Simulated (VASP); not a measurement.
# SnSe2 (P-3m1) in VASP: a series of runs, part 2 of 2

VASP 6.6.1.

## Step 3: Single point, r2SCAN

This run uses another cell than the first one, of 19.01 Å³/atom, 0.739 times its volume.

POSCAR

```
SnSe2
1.0
    3.5594023927      0.0000000000      0.0000000000
   -1.7797011964      3.0825328944      0.0000000000
    0.0000000000      0.0000000000      5.1980059356
Sn Se
1 2
Direct
    0.0000000000      0.0000000000      0.0000000000
    0.6666666667      0.3333333333      0.7000445405
    0.3333333333      0.6666666667      0.2999554595
```

INCAR.step1

```
PREC = Accurate
ENCUT = 520
ISMEAR = -1
SIGMA = 0.05
LREAL = False
LASPH = True
NELM = 80
NBANDS = 20
GGA = PE
ALGO = Normal
EDIFF = 1E-4
LWAVE = True
LCHARG = False
```

INCAR.step2

```
PREC = Accurate
ENCUT = 520
EDIFF = 1E-6
ISMEAR = -1
SIGMA = 0.05
LREAL = False
LASPH = True
NELM = 80
ALGO = Normal
ISIF = 2
LWAVE = False
LCHARG = True
METAGGA = R2SCAN
LMIXTAU = True
LELF = True
LVHAR = True
NBANDS = 20
ISTART = 1
```

KPOINTS

```
Automatic mesh
0
Gamma
  8 8 5
```

Potentials or basis: VASP PAW PBE potentials, release 64 (Sn_d, Se).

On the command line:

```sh
cat potpaw_PBE.64/Sn_d/POTCAR potpaw_PBE.64/Se/POTCAR > POTCAR
cp INCAR.step1 INCAR
mpirun -np 1 vasp_std > vasp.out
cp INCAR.step2 INCAR
mpirun -np 1 vasp_std > vasp.out
```

OUTCAR:

```text
PREC = Accurate
   ENCUT = 520
   EDIFF = 1E-6
   ISMEAR = -1
   LREAL = False
   LASPH = True
   NELM = 80
   ISIF = 2
   METAGGA = R2SCAN
   ISTART = 1

 ion  position               nearest neighbor table
   1  0.000  0.000  0.000-   2 2.58   3 2.58   2 2.58   3 2.58   2 2.58   3 2.58
   2  0.667  0.333  0.700-   1 2.58   1 2.58   1 2.58
   3  0.333  0.667  0.300-   1 2.58   1 2.58   1 2.58

  LATTYP: Found a hexagonal cell.
 ALAT       =     3.5594023927
 C/A-ratio  =     1.4603591733

  Lattice vectors:

 A1 = (   3.5594023927,   0.0000000000,   0.0000000000)
 A2 = (  -1.7797011964,   3.0825328944,   0.0000000000)
 A3 = (   0.0000000000,   0.0000000000,   5.1980059356)

Analysis of symmetry for initial positions (statically):
=====================================================================
 Subroutine PRICEL returns:
 Original cell was already a primitive cell.

 Routine SETGRP: Setting up the symmetry group for a
 hexagonal supercell.

 Subroutine GETGRP returns: Found 12 space group operations
 (whereof 12 operations were pure point group operations)
 out of a pool of 24 trial point group operations.
[... 158 lines left out ...]
  ---------------------------------------------------
  ext. energy  EPLUGINS =         0.00000000
  ---------------------------------------------------
  free energy    TOTEN  =       -53.12100279 eV

  energy without entropy =      -53.11925865  energy(sigma->0) =      -53.12013072

 E-fermi :   8.5659     XC(G=0): -11.7570

 val. band max:        8.5485728603   @ k =   0.0000   0.0000   0.0000
 cond. band min:       8.6701531261   @ k =   0.2500   0.2500   0.0000
 fundamental gap:      0.1215802658
 Fermi energy:         8.5658533637

 k-point     1 :       0.0000    0.0000    0.0000
  band No.  band energies     occupation
      1     -14.3657      2.00000
      2     -14.3657      2.00000
      3     -14.2785      2.00000
      4     -14.2495      2.00000
      5     -14.2495      2.00000
      6      -8.7064      2.00000
[... 541 lines left out ...]
     19      16.5493      0.00000
     20      19.5952      0.00000

 [... further k-points ...]
[... 5 lines left out ...]
  --------------------------------------------------------------------------------------
  -------------------------------------------------------------------------------------
  Total       10.7608896     10.7608896     10.7513299     -0.0000000      0.0000000      0.0000000
  in kB      302.2993253    302.2993253    302.0307726     -0.0000000      0.0000000      0.0000000
  external PRESSURE =     302.2098077 kB  Pullay stress =       0.0000000 kB

 VOLUME and BASIS-vectors are now :
 -----------------------------------------------------------------------------
  energy-cutoff  :      520.00
  volume of cell :       57.03
      direct lattice vectors                 reciprocal lattice vectors
     3.559402393  0.000000000  0.000000000     0.280946038  0.162204271  0.000000000
    -1.779701196  3.082532894  0.000000000     0.000000000  0.324408541  0.000000000
     0.000000000  0.000000000  5.198005936     0.000000000  0.000000000  0.192381466

 POSITION                                       TOTAL-FORCE (eV/Angst)
 -----------------------------------------------------------------------------------
      0.00000      0.00000      0.00000         0.000000      0.000000     -0.000000
      1.77970      1.02751      3.63884         0.000000      0.000000     -0.029323
     -0.00000      2.05502      1.55917        -0.000000     -0.000000      0.029323
 -----------------------------------------------------------------------------------
    total drift:                                0.000000      0.000000      0.000000

  FREE ENERGIE OF THE ION-ELECTRON SYSTEM (eV)
  ---------------------------------------------------
  free  energy   TOTEN  =       -53.1210027898 eV

  energy  without entropy=      -53.1192586509  energy(sigma->0) =      -53.12013072
```

OSZICAR.step1:

```text
N       E                     dE             d eps       ncg     rms          rms(c)
DAV:   1     0.210081923219E+03    0.21008E+03   -0.12390E+04  1668   0.165E+03
DAV:   2     0.118885022603E+02   -0.19819E+03   -0.19079E+03  1700   0.416E+02
DAV:   3    -0.981457370664E+01   -0.21703E+02   -0.20951E+02  1968   0.113E+02
DAV:   4    -0.104917911667E+02   -0.67722E+00   -0.67440E+00  1916   0.198E+01
DAV:   5    -0.105047596656E+02   -0.12968E-01   -0.12967E-01  2016   0.305E+00    0.738E+00
DAV:   6    -0.103140997066E+02    0.19066E+00   -0.29252E-01  2440   0.637E+00    0.463E+00
DAV:   7    -0.102855654029E+02    0.28534E-01   -0.15450E-01  2060   0.281E+00    0.897E-01
DAV:   8    -0.102847042179E+02    0.86118E-03   -0.13883E-02  2024   0.124E+00    0.323E-01
DAV:   9    -0.102848095381E+02   -0.10532E-03   -0.16288E-03  1784   0.245E-01    0.830E-02
DAV:  10    -0.102848079148E+02    0.16233E-05   -0.12732E-04  1472   0.101E-01
   1 F= -.10284808E+02 E0= -.10281821E+02  d E =-.597304E-02
```

Wall time 2.8 min (1 thread of Intel Xeon 6975P-C (Granite Rapids), shared host); peak memory 0.2 GiB.

What came out:

* Free energy: -53.1210 eV
* Pressure: 30.2 GPa
* Largest force: 0.029 eV/Å
* Band gap on the k mesh: zero (band 13 reaches 8.82 eV, above the bottom of band 14 at 8.19 eV)

Forces on the atoms (eV/Å):
```
Sn   0.000  0.000  0.000
Se   0.000  0.000 -0.029
Se   0.000  0.000  0.029
```

Levels at points of the mesh, in eV from the Fermi level:
```csv
k point,band 11,band 12,band 13,band 14,band 15,band 16
"(0.00, 0.00, 0.00)",-1.39,-1.39,-0.02,1.88,3.20,5.07
"(0.50, 0.00, 0.00)",-4.53,-4.07,-0.67,1.88,3.57,3.68
```

Caveat: the PAW data sets were made with another functional, which shifts forces and pressure a little; spin-orbit coupling is left out, which moves the levels of the heavy elements.

## Step 4: Single point, r2SCAN

This run uses another cell than the first one, of 20.29 Å³/atom, 0.789 times its volume.

POSCAR

```
SnSe2
1.0
    3.6349405875      0.0000000000      0.0000000000
   -1.8174702937      3.1479508900      0.0000000000
    0.0000000000      0.0000000000      5.3194367451
Sn Se
1 2
Direct
    0.0000000000      0.0000000000      0.0000000000
    0.6666666667      0.3333333333      0.7066218030
    0.3333333333      0.6666666667      0.2933781970
```

INCAR.step1

```
PREC = Accurate
ENCUT = 520
ISMEAR = -1
SIGMA = 0.05
LREAL = F
LASPH = T
NELM = 80
NBANDS = 20
GGA = PE
ALGO = Normal
EDIFF = 1E-4
LWAVE = T
LCHARG = F
```

INCAR.step2

```
PREC = Accurate
ENCUT = 520
EDIFF = 1E-7
ISMEAR = -1
SIGMA = 0.05
LREAL = F
LASPH = T
NELM = 80
ALGO = Normal
ISIF = 2
LWAVE = F
LCHARG = F
METAGGA = R2SCAN
LMIXTAU = T
NBANDS = 20
ISTART = 1
```

KPOINTS is that of step 3.

On the command line:

```sh
cat potpaw_PBE.64/Sn_d/POTCAR potpaw_PBE.64/Se/POTCAR > POTCAR
cp INCAR.step1 INCAR
mpirun -np 1 vasp_std > vasp.out
cp INCAR.step2 INCAR
mpirun -np 1 vasp_std > vasp.out
```

Wall time 3.4 min (1 thread of Intel Xeon 6975P-C (Granite Rapids), shared host); peak memory 0.21 GiB.

It converged, with:

* Free energy: -53.7171 eV
* Pressure: 20.2 GPa
* Largest force: 0.031 eV/Å
* Band gap on the k mesh: zero (band 13 reaches 7.70 eV, above the bottom of band 14 at 7.50 eV)

Forces on the atoms (eV/Å):
```
Sn   0.000  0.000  0.000
Se   0.000  0.000 -0.031
Se   0.000  0.000  0.031
```

Levels at points of the mesh, in eV from the Fermi level:
```csv
k point,band 10,band 11,band 12,band 13,band 14,band 15,band 16,band 17
"(0.00, 0.00, 0.00)",-1.64,-1.39,-1.39,-0.11,1.47,3.10,4.88,4.88
"(0.50, 0.00, 0.00)",-5.28,-4.22,-3.58,-0.73,1.64,3.55,3.98,4.35
```

Caveat: the PAW data sets were made with another functional, which shifts forces and pressure a little; spin-orbit coupling is left out, which moves the levels of the heavy elements.

## Step 5: The runs side by side

```csv
cell,k mesh,gap on the mesh (eV),pressure (GPa),largest force (eV/Å)
"a = 3.811, b = 3.811, c = 6.136 Å, angles 90.0, 90.0, 120.0°, 3 atoms",5 × 5 × 3,1.09,3.7,0.50
"a = 3.559, b = 3.559, c = 5.198 Å, angles 90.0, 90.0, 120.0°, 3 atoms",8 × 8 × 5,none,30.2,0.03
"a = 3.635, b = 3.635, c = 5.319 Å, angles 90.0, 90.0, 120.0°, 3 atoms",8 × 8 × 5,none,20.2,0.03
```

Alike in all rows: task single point; level r2SCAN; potentials or basis VASP PAW PBE potentials, release 64 (Sn_d, Se); no spin polarisation; cutoff (eV) 520; smearing fermi-dirac 0.05 eV.

Caveats: the PAW data sets were made with another functional, which shifts forces and pressure a little; spin-orbit coupling is left out, which moves the levels of the heavy elements.

Absolute energies hang on the potentials; compare differences alone.
